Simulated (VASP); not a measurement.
# K (Fm-3m) in VASP: notebook

Runs on K. Level: RPBE. Tasks: single point.

Program: VASP 6.6.1. These are calculated values, not measurements. Logs are shortened: lines on timing, memory, paths and dates and some standing lists are left out, and cuts for length are marked.

## Step 1: The cell of the first run

Symmetry: Fm-3m, No. 225, cubic system. Conventional cell: a = 6.962 Å, b = 6.962 Å, c = 6.962 Å, α = 90.00°, β = 90.00°, γ = 90.00°.

## Step 2: Single point, RPBE (volume scaled by 1.04)

INCAR

```
SYSTEM = K
  PREC = Accurate
  ENCUT = 520
  EDIFF = 1E-7
  ISMEAR = -1
  SIGMA = 0.1
  LREAL = .False.
  LASPH = .True.
  NELM = 80
  ALGO = Normal
  ISIF = 2
  LWAVE = .False.
  LCHARG = .False.
  GGA = RP
  NBANDS = 10
```

KPOINTS

```
Automatic mesh
0
Gamma
  9 9 9
  0 0 0
```

POSCAR

```
K
1.0
    0.0000000000      3.4808538863      3.4808538863
    3.4808538863      0.0000000000      3.4808538863
    3.4808538863      3.4808538863      0.0000000000
K
1
Direct
    0.0000000000      0.0000000000      0.0000000000
```

Potentials or basis: VASP PAW PBE potentials, release 64 (K_sv).

On the command line:

```sh
$ cat potpaw_PBE.64/K_sv/POTCAR > POTCAR
$ mpirun -np 1 vasp_std > vasp.out
```

OUTCAR:

```text
SYSTEM = K
   PREC = Accurate
   ENCUT = 520
   EDIFF = 1E-7
   ISMEAR = -1
   LREAL = .False.
   LASPH = .True.
   NELM = 80
   ISIF = 2
   GGA = RP

 ion  position               nearest neighbor table
   1  0.000  0.000  0.000-

  LATTYP: Found a face centered cubic cell.
 ALAT       =     6.9617077726

  Lattice vectors:

 A1 = (   0.0000000000,   3.4808538863,   3.4808538863)
 A2 = (   3.4808538863,   0.0000000000,   3.4808538863)
 A3 = (   3.4808538863,   3.4808538863,   0.0000000000)

Analysis of symmetry for initial positions (statically):
=====================================================================
 Subroutine PRICEL returns:
 Original cell was already a primitive cell.

 Routine SETGRP: Setting up the symmetry group for a
 face centered cubic supercell.

 Subroutine GETGRP returns: Found 48 space group operations
 (whereof 48 operations were pure point group operations)
 out of a pool of 48 trial point group operations.

The static configuration has the point symmetry O_h .

Analysis of symmetry for dynamics (positions and initial velocities):
=====================================================================
 Subroutine PRICEL returns:
 Original cell was already a primitive cell.

 Routine SETGRP: Setting up the symmetry group for a
 face centered cubic supercell.

 Subroutine GETGRP returns: Found 48 space group operations
 (whereof 48 operations were pure point group operations)
 out of a pool of 48 trial point group operations.

The dynamic configuration has the point symmetry O_h .

 Subroutine INISYM returns: Found 48 space group operations
 (whereof 48 operations are pure point group operations),
 and found     1 'primitive' translations

----------------------------------------------------------------------------------------

                                     Primitive cell

  volume of cell :      84.3504

  direct lattice vectors                    reciprocal lattice vectors
     0.000000000  3.480853886  3.480853886    -0.143642915  0.143642915  0.143642915
     3.480853886  0.000000000  3.480853886     0.143642915 -0.143642915  0.143642915
     3.480853886  3.480853886  0.000000000     0.143642915  0.143642915 -0.143642915

  length of vectors
     4.922670775  4.922670775  4.922670775     0.248796827  0.248796827  0.248796827

  position of ions in fractional coordinates (direct lattice)
     0.000000000  0.000000000  0.000000000

  ion indices of the primitive-cell ions
   primitive index   ion index
                 1           1

----------------------------------------------------------------------------------------

 KPOINTS: Automatic mesh

Automatic generation of k-mesh.
 Grid dimensions read from file:
 generate k-points for:    9    9    9

 Generating k-lattice:

  Cartesian coordinates                     Fractional coordinates (reciprocal lattice)
    -0.015960324  0.015960324  0.015960324     0.111111111  0.000000000  0.000000000
     0.015960324 -0.015960324  0.015960324     0.000000000  0.111111111  0.000000000
     0.015960324  0.015960324 -0.015960324     0.000000000  0.000000000  0.111111111

  Length of vectors
     0.027644092  0.027644092  0.027644092

  Shift w.r.t. Gamma in fractional coordinates (k-lattice)
     0.000000000  0.000000000  0.000000000

 Subroutine IBZKPT returns following result:
 ===========================================

 Found     35 irreducible k-points:

 Following reciprocal coordinates:
            Coordinates               Weight
  0.000000  0.000000  0.000000      1.000000
  0.111111  0.000000  0.000000      8.000000
  0.222222  0.000000  0.000000      8.000000
  0.333333  0.000000  0.000000      8.000000
  0.444444  0.000000  0.000000      8.000000
  0.111111  0.111111  0.000000      6.000000
[... 16 lines left out ...]
 -0.333333  0.333333  0.000000     12.000000
  0.444444  0.444444  0.000000      6.000000
 [... further k-points ...]
   k-points           NKPTS =     35   k-points in BZ     NKDIM =     35   number of bands    NBANDS=     10
   number of dos      NEDOS =    301   number of ions     NIONS =      1
   total plane-waves  NPLWV =  64000
   dimension x,y,z NGX =    40 NGY =   40 NGZ =   40
   dimension x,y,z NGXF=    80 NGYF=   80 NGZF=   80
   ions per type =               1
   NGX,Y,Z   is equivalent  to a cutoff of  13.51, 13.51, 13.51 a.u.
   NGXF,Y,Z  is equivalent  to a cutoff of  27.02, 27.02, 27.02 a.u.
 SYSTEM =  K
   PREC   = accura    normal or accurate (medium, high low for compatibility)
   ISTART =      0    job   : 0-new  1-cont  2-samecut
   ICHARG =      2    charge: 1-file 2-atom 10-const
   ISPIN  =      1    spin polarized calculation?
   LNONCOLLINEAR =      F non collinear calculations
   LSORBIT =      F    spin-orbit coupling
   LASPH  =      T    aspherical Exc in radial PAW
   ENCUT  =  520.0 eV  38.22 Ry    6.18 a.u.   9.15  9.15  9.15*2*pi/ulx,y,z
   NELM   =     80;   NELMIN=  2; NELMDL= -5     # of ELM steps
   EDIFF  = 0.1E-06   stopping-criterion for ELM
   LREAL  =      F    real-space projection
   EDIFFG = 0.1E-05   stopping-criterion for IOM
   NSW    =      0    number of steps for IOM
   IBRION =     -1    ionic relax: 0-MD 1-quasi-New 2-CG
   NFREE  =      0    steps in history (QN), initial steepest desc. (CG)
   ISIF   =      2    stress and relaxation
   ISYM   =      2    0-nonsym 1-usesym 2-fastsym
   POTIM  = 0.5000    time-step for ionic-motion
   TEBEG  =    0.0;   TEEND  =   0.0 temperature during run
   PSTRESS=    0.0 pullay stress
   NELECT =       9.0000    total number of electrons
   NUPDOWN=      -1.0000    fix difference up-down
   EMIN   =  10.00;   EMAX   =-10.00  energy-range for DOS
   EFERMI =   0.00;   METHOD = LEGACY
   ISMEAR =    -1;   SIGMA  =   0.10  broadening in eV -4-tet -1-fermi 0-gaus
   EFERMI_NEDOS =   21; number of points for ismear=-14 and -15
   IALGO  =     38    algorithm
   IMIX   =      4    mixing-type and parameters
     AMIX     =   0.40;   BMIX     =  1.00
     AMIX_MAG =   1.60;   BMIX_MAG =  1.00
  volume/ion in A,a.u.               =      84.35       569.22
  Fermi-wavevector in a.u.,A,eV,Ry     =   0.776473  1.467322  8.203100  0.602911
  Thomas-Fermi vector in A             =   1.878958
   LORBIT       =      0    0 simple, 1 ext, 2 COOP (PROOUT), +10 PAW based schemes
   GGA     = RP    functional components
   LHFCALC =     F    Hartree Fock is set to
   AEXX    =    0.0000 exact exchange contribution
   IVDW    =     0    specifies the selected vdW correction
   LEPSILON=     F    determine dielectric tensor
   LRPA    =     F    only Hartree local field effects (RPA)
 non-spin polarized calculation
  energy-cutoff  :      520.00
  volume of cell :       84.35
 maximum number of plane-waves:      2291
 NGX is ok and might be reduce to    40
   NGX = 19   NGY = 19   NGZ = 19

 number of electron       9.0000000 magnetization

 Free energy of the ion-electron system (eV)
  ---------------------------------------------------
  ext. energy  EPLUGINS =         0.00000000
  ---------------------------------------------------
  free energy    TOTEN  =        -0.95168684 eV

  energy without entropy =       -0.92428218  energy(sigma->0) =       -0.93798451

 E-fermi :  -0.2598     XC(G=0):  -5.2090

 val. band max:       -0.3318496366   @ k =   0.4444   0.0000   0.0000
 cond. band min:      -0.2176498274   @ k =   0.4444   0.3333   0.0000
 fundamental gap:      0.1141998091
 Fermi energy:        -0.2597992903

 k-point     1 :       0.0000    0.0000    0.0000
  band No.  band energies     occupation
      1     -32.6098      2.00000
      2     -16.0253      2.00000
      3     -16.0253      2.00000
      4     -16.0253      2.00000
      5      -2.2442      2.00000
      6       3.8329      0.00000
      7       3.8329      0.00000
      8       3.8329      0.00000
      9       4.9973      0.00000
     10       4.9973      0.00000

 k-point     2 :       0.1111    0.0000    0.0000
  band No.  band energies     occupation
      1     -32.6096      2.00000
      2     -16.0299      2.00000
      3     -16.0259      2.00000
      4     -16.0259      2.00000
      5      -2.1150      2.00000
      6       3.4372      0.00000
      7       3.8761      0.00000
      8       3.8761      0.00000
      9       4.8796      0.00000
     10       4.8796      0.00000

 k-point     3 :       0.2222    0.0000    0.0000
  band No.  band energies     occupation
      1     -32.6091      2.00000
      2     -16.0414      2.00000
      3     -16.0276      2.00000
      4     -16.0276      2.00000
      5      -1.7350      2.00000
      6       2.5978      0.00000
      7       3.8936      0.00000
      8       3.8936      0.00000
      9       4.8149      0.00000
     10       4.8149      0.00000

 k-point     4 :       0.3333    0.0000    0.0000
  band No.  band energies     occupation
      1     -32.6085      2.00000
      2     -16.0544      2.00000
      3     -16.0295      2.00000
      4     -16.0295      2.00000
      5      -1.1274      1.99966
      6       1.6148      0.00000
      7       3.7596      0.00000
      8       3.7596      0.00000
      9       5.1175      0.00000
     10       5.1192      0.00000
[... 222 lines left out ...]
 k-point    22 :      -0.4444    0.3333    0.0000
  band No.  band energies     occupation
      1     -32.6075      2.00000
      2     -16.0572      2.00000
      3     -16.0452      2.00000
      4     -16.0371      2.00000
      5       0.5030      0.00097
      6       1.2695      0.00000
      7       1.7006      0.00000
      8       3.7636      0.00000
      9       3.9659      0.00000
     10       5.7079      0.00000

 k-point    23 :      -0.3333    0.3333    0.0000
  band No.  band energies     occupation
      1     -32.6076      2.00000
      2     -16.0516      2.00000
      3     -16.0514      2.00000
      4     -16.0349      2.00000
      5       0.4940      0.00106
      6       1.3193      0.00000
      7       1.4678      0.00000
      8       3.9014      0.00000
      9       4.0509      0.00000
     10       5.3377      0.00000

 k-point    24 :       0.4444    0.4444    0.0000
  band No.  band energies     occupation
      1     -32.6075      2.00000
      2     -16.0609      2.00000
      3     -16.0394      2.00000
      4     -16.0394      2.00000
      5       0.2266      0.01532
      6       1.3771      0.00000
      7       2.0982      0.00000
      8       4.1629      0.00000
      9       4.1629      0.00000
     10       4.8745      0.00000

 [... further k-points ...]

------------------------ aborting loop because EDIFF is reached ----------------------------------------

  FORCE on cell =-STRESS in cart. coord.  units (eV):
  Direction    XX          YY          ZZ          XY          YZ          ZX
  --------------------------------------------------------------------------------------
  -------------------------------------------------------------------------------------
  Total       -0.0672527     -0.0672527     -0.0672527      0.0000000      0.0000000     -0.0000000
  in kB       -1.2774175     -1.2774175     -1.2774175      0.0000000      0.0000000     -0.0000000
  external PRESSURE =      -1.2774175 kB  Pullay stress =       0.0000000 kB

 VOLUME and BASIS-vectors are now :
 -----------------------------------------------------------------------------
  energy-cutoff  :      520.00
  volume of cell :       84.35
      direct lattice vectors                 reciprocal lattice vectors
     0.000000000  3.480853886  3.480853886    -0.143642915  0.143642915  0.143642915
     3.480853886  0.000000000  3.480853886     0.143642915 -0.143642915  0.143642915
     3.480853886  3.480853886  0.000000000     0.143642915  0.143642915 -0.143642915

 POSITION                                       TOTAL-FORCE (eV/Angst)
 -----------------------------------------------------------------------------------
      0.00000      0.00000      0.00000         0.000000      0.000000      0.000000
 -----------------------------------------------------------------------------------
    total drift:                               -0.000000     -0.000000     -0.000000

  FREE ENERGIE OF THE ION-ELECTRON SYSTEM (eV)
  ---------------------------------------------------
  free  energy   TOTEN  =        -0.9516868432 eV

  energy  without entropy=       -0.9242821810  energy(sigma->0) =       -0.93798451
```

Run time: 13 s. Hardware: 1 thread of Intel Xeon 6975P-C (Granite Rapids), shared host; peak memory 0.24 GiB.

What came out:

| Property | Result |
| --- | --- |
| Free energy | -0.9517 eV |
| Pressure | -0.1 GPa |

Caveat: the PAW data sets were made with another functional, which shifts forces and pressure a little.

## Step 3: Single point, RPBE (volume scaled by 1.08)

INCAR

```
ALGO     = Normal         # electronic algorithm
EDIFF    = 1E-6           # SCF threshold, eV
ENCUT    = 520            # plane-wave cutoff, eV
GGA      = RP             # functional
ISIF     = 2              # what is computed and relaxed
ISMEAR   = -1             # smearing method
LASPH    = T              # aspherical terms in the spheres
LCHARG   = F              # write CHGCAR
LREAL    = F              # projectors in reciprocal space
LWAVE    = F              # write WAVECAR
NBANDS   = 10             # bands
NELM     = 80             # most SCF steps
PREC     = Accurate       # precision mode
SIGMA    = 0.1            # smearing width, eV
```

KPOINTS

```
k-points
0
Gamma
  9 9 9
```

POSCAR

```
K
1.0
    0.0000000000      3.5249200059      3.5249200059
    3.5249200059      0.0000000000      3.5249200059
    3.5249200059      3.5249200059      0.0000000000
K
1
Direct
    0.0000000000      0.0000000000      0.0000000000
```

Potentials or basis: VASP PAW PBE potentials, release 64 (K_sv).

On the command line:

```sh
$ cat potpaw_PBE.64/K_sv/POTCAR > POTCAR
$ mpirun -np 1 vasp_std > vasp.out
```

It took 11 s on 1 thread of Intel Xeon 6975P-C (Granite Rapids), shared host; peak memory 0.23 GiB.

It converged, with:

```yaml
Free_energy: -0.9484 eV
Pressure: -0.2 GPa
```

Levels at points of the mesh, in eV from the Fermi level:
```tsv
k point	band 1	band 2	band 3	band 4	band 5	band 6	band 7	band 8	band 9	band 10
(0.00, 0.00, 0.00)	-32.38	-15.79	-15.79	-15.79	-1.93	4.05	4.05	4.05	5.19	5.19
```

Caveat: the PAW data sets were made with another functional, which shifts forces and pressure a little.

## Step 4: Single point, RPBE (volume scaled by 1.12)

INCAR

```
SYSTEM = K
  PREC = Accurate
  ENCUT = 520
  EDIFF = 1E-6
  ISMEAR = -1
  SIGMA = 0.1
  LREAL = .FALSE.
  LASPH = .TRUE.
  NELM = 100
  ALGO = Normal
  ISIF = 2
  LWAVE = .FALSE.
  LCHARG = .FALSE.
  GGA = RP
  NBANDS = 10
```

KPOINTS

```
regular mesh
0
G
  9 9 9
  0 0 0
```

POSCAR

```
K
1.0
    0.0000000000      3.5679110722      3.5679110722
    3.5679110722      0.0000000000      3.5679110722
    3.5679110722      3.5679110722      0.0000000000
K
1
Direct
    0.0000000000      0.0000000000      0.0000000000
```

Potentials or basis: VASP PAW PBE potentials, release 64 (K_sv).

On the command line:

```sh
$ cat potpaw_PBE.64/K_sv/POTCAR > POTCAR
$ mpirun -np 1 vasp_std > vasp.out
```

OUTCAR:

```text
SYSTEM = K
   PREC = Accurate
   ENCUT = 520
   EDIFF = 1E-6
   ISMEAR = -1
   LREAL = .FALSE.
   LASPH = .TRUE.
   NELM = 100
   ISIF = 2
   GGA = RP

 ion  position               nearest neighbor table
   1  0.000  0.000  0.000-

  LATTYP: Found a face centered cubic cell.
 ALAT       =     7.1358221444

  Lattice vectors:

 A1 = (   0.0000000000,   3.5679110722,   3.5679110722)
 A2 = (   3.5679110722,   0.0000000000,   3.5679110722)
 A3 = (   3.5679110722,   3.5679110722,   0.0000000000)

Analysis of symmetry for initial positions (statically):
=====================================================================
 Subroutine PRICEL returns:
 Original cell was already a primitive cell.

 Routine SETGRP: Setting up the symmetry group for a
 face centered cubic supercell.

 Subroutine GETGRP returns: Found 48 space group operations
 (whereof 48 operations were pure point group operations)
 out of a pool of 48 trial point group operations.

The static configuration has the point symmetry O_h .

[... 161 lines left out ...]
 cond. band min:      -0.3552753169   @ k =   0.4444   0.3333   0.0000
 fundamental gap:      0.1119097920
 Fermi energy:        -0.3989508342

 k-point     1 :       0.0000    0.0000    0.0000
  band No.  band energies     occupation
      1     -32.8033      2.00000
      2     -16.2209      2.00000
      3     -16.2209      2.00000
      4     -16.2209      2.00000
      5      -2.2873      2.00000
      6       3.6130      0.00000
      7       3.6130      0.00000
      8       3.6130      0.00000
      9       4.7304      0.00000
     10       4.7304      0.00000
[... 287 lines left out ...]
 k-point    24 :       0.4444    0.4444    0.0000
  band No.  band energies     occupation
      1     -32.8017      2.00000
      2     -16.2477      2.00000
      3     -16.2316      2.00000
      4     -16.2316      2.00000
      5       0.0784      0.01676
      6       1.1912      0.00000
      7       1.9480      0.00000
      8       3.8034      0.00000
      9       3.8034      0.00000
     10       4.4018      0.00000

 [... further k-points ...]

------------------------ aborting loop because EDIFF is reached ----------------------------------------

  FORCE on cell =-STRESS in cart. coord.  units (eV):
  Direction    XX          YY          ZZ          XY          YZ          ZX
  --------------------------------------------------------------------------------------
  -------------------------------------------------------------------------------------
  Total       -0.1685140     -0.1685140     -0.1685140     -0.0000000     -0.0000000      0.0000000
  in kB       -2.9721752     -2.9721752     -2.9721752     -0.0000000     -0.0000000      0.0000000
  external PRESSURE =      -2.9721752 kB  Pullay stress =       0.0000000 kB

 VOLUME and BASIS-vectors are now :
 -----------------------------------------------------------------------------
  energy-cutoff  :      520.00
  volume of cell :       90.84
      direct lattice vectors                 reciprocal lattice vectors
     0.000000000  3.567911072  3.567911072    -0.140138022  0.140138022  0.140138022
     3.567911072  0.000000000  3.567911072     0.140138022 -0.140138022  0.140138022
     3.567911072  3.567911072  0.000000000     0.140138022  0.140138022 -0.140138022

 POSITION                                       TOTAL-FORCE (eV/Angst)
 -----------------------------------------------------------------------------------
      0.00000      0.00000      0.00000         0.000000      0.000000      0.000000
 -----------------------------------------------------------------------------------
    total drift:                               -0.000000     -0.000000     -0.000000

  FREE ENERGIE OF THE ION-ELECTRON SYSTEM (eV)
  ---------------------------------------------------
  free  energy   TOTEN  =        -0.9434867989 eV

  energy  without entropy=       -0.9150334968  energy(sigma->0) =       -0.92926015
```

It took 12 s on 1 thread of Intel Xeon 6975P-C (Granite Rapids), shared host; peak memory 0.23 GiB.

Results:

```yaml
Free_energy: -0.9435 eV
Pressure: -0.3 GPa
```

Caveat: the PAW data sets were made with another functional, which shifts forces and pressure a little.

## Step 5: Summary

```tsv
cell	gap on the mesh (eV)	pressure (GPa)
a = 4.923 Å, angles 60.0°, 1 atom	none	-0.1
a = 4.985 Å, angles 60.0°, 1 atom	none	-0.2
a = 5.046 Å, angles 60.0°, 1 atom	none	-0.3
```

Alike in all rows: task single point; level RPBE; potentials or basis VASP PAW PBE potentials, release 64 (K_sv); no spin polarisation; k mesh 9 × 9 × 9; cutoff (eV) 520; smearing fermi-dirac 0.1 eV.

Caveats: the PAW data sets were made with another functional, which shifts forces and pressure a little.

Total energies depend on the potentials used, so only differences within one code and one set of settings carry meaning.
